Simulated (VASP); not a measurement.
Write the native input for VASP 6.6.1 that does the following.

- Task: single point
- Functional: r2SCAN
- Potentials or basis: VASP PAW PBE potentials, release 64 (Ba_sv, Ti_sv, O)
- Cutoff: 520 eV
- k mesh: 6 × 6 × 6
- Occupations: gaussian, width 0.01 eV
- Spin: no spin polarisation
- Dipole correction: no
- Further INCAR settings: ALGO = Normal; EDIFF = 1e-07; NBANDS = 28

BaTiO3:

```
Ba Ti O
1.0
     4.05148    0.00000    0.00000
     0.00000    4.05148    0.00000
     0.00000    0.00000    4.19525
Ba Ti O
1 1 3
Direct
  0.50000 0.50000 0.59094
  0.00000 0.00000 0.10879
  0.00000 0.50000 0.06181
  0.50000 0.00000 0.06181
  0.00000 0.00000 0.53664
```

This cell differs from its parent crystal: strain +2.0%.

One way to write it, as run:

POSCAR

```
BaTiO3
1.0
    4.0514814922      0.0000000000      0.0000000000
    0.0000000000      4.0514814922      0.0000000000
    0.0000000000      0.0000000000      4.1952456407
Ba Ti O
1 1 3
Direct
    0.5000000000      0.5000000000      0.5909419851
    0.0000000000      0.0000000000      0.1087880958
    0.0000000000      0.5000000000      0.0618146036
    0.5000000000      0.0000000000      0.0618146036
    0.0000000000      0.0000000000      0.5366377018
```

INCAR.step1

```
PREC     = Accurate       # precision mode
ENCUT    = 520            # plane-wave cutoff, eV
ISMEAR   = 0              # smearing method
SIGMA    = 0.01           # smearing width, eV
LREAL    = F              # projectors in reciprocal space
LASPH    = T              # aspherical terms in the spheres
NELM     = 80             # most SCF steps
NBANDS   = 28             # bands
GGA      = PE             # functional
ALGO     = Normal         # electronic algorithm
EDIFF    = 1E-4           # SCF threshold, eV
LWAVE    = T              # write WAVECAR
LCHARG   = F              # write CHGCAR
```

INCAR.step2

```
PREC     = Accurate       # precision mode
ENCUT    = 520            # plane-wave cutoff, eV
EDIFF    = 1E-7           # SCF threshold, eV
ISMEAR   = 0              # smearing method
SIGMA    = 0.01           # smearing width, eV
LREAL    = F              # projectors in reciprocal space
LASPH    = T              # aspherical terms in the spheres
NELM     = 80             # most SCF steps
ALGO     = Normal         # electronic algorithm
ISIF     = 2              # what is computed and relaxed
LWAVE    = F              # write WAVECAR
LCHARG   = F              # write CHGCAR
METAGGA  = R2SCAN         # meta-GGA
LMIXTAU  = T            
NBANDS   = 28             # bands
ISTART   = 1
```

KPOINTS

```
regular mesh
0
Gamma
  6 6 6
```

Potentials or basis: VASP PAW PBE potentials, release 64 (Ba_sv, Ti_sv, O).

Command:

```bash
$ cat potpaw_PBE.64/Ba_sv/POTCAR potpaw_PBE.64/Ti_sv/POTCAR potpaw_PBE.64/O/POTCAR > POTCAR
$ cp INCAR.step1 INCAR
$ mpirun -np 1 vasp_std > vasp.out
$ cp INCAR.step2 INCAR
$ mpirun -np 1 vasp_std > vasp.out
```

It gave:

```json
{"Pressure": "-5.7 GPa", "Largest force": "0.210 eV/Å", "Band gap on the k mesh": "2.13 eV (least direct gap 2.68 eV)"}
```

Caveat: the cell differs from its parent crystal (strain +2.0%); the cell stands under tension; the PAW data sets were made with another functional, which shifts forces and pressure a little; spin-orbit coupling is left out, which moves the levels of the heavy elements.

Run time: 3.8 min on 1 thread of Intel(R) Xeon(R) Platinum 8375C CPU @ 2.90GHz (Ice Lake) (shared host), peak memory 0.22 GiB.
